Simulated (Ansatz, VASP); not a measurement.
# One calculation of Mo, two programs

```
Mo
1.0
    -1.57100    1.57100    1.64955
     1.57100   -1.57100    1.64955
     1.57100    1.57100   -1.64955
Mo
1
Cartesian
  0.0000 0.0000 0.0000
```

Change from the starting cell: strain +0.0500 x Voigt [0, 0, 1, 0, 0, 0], atoms carried along.

Alike in both runs: task single point; functional PBE; k mesh 22 × 22 × 22; occupations gaussian, width 0.15 eV; no spin polarisation.

|  | VASP | Ansatz |
| --- | --- | --- |
| version | VASP 6.6.1 | Ansatz 0.2.0 |
| potentials or method | VASP PAW PBE potentials, release 64 (Mo_sv), cutoff 520 eV | scalar-relativistic, plane waves, PAW |
| valence electrons in the cell | 14 | 14 |

|  | VASP | Ansatz | Ansatz less VASP |
| --- | --- | --- | --- |
| gap on the k mesh at the Fermi level (eV) | none | none | - |
| pressure (GPa) | -6.8 | -7.2 | -0.44 |
| traceless stress, the component that is largest in VASP (GPa) | -8.61 | -8.61 | -0.005 |

A gap of «none» marks a metal or a gap that the smearing closes. With one functional, cell and mesh, what is left measures potentials, basis and numerics.
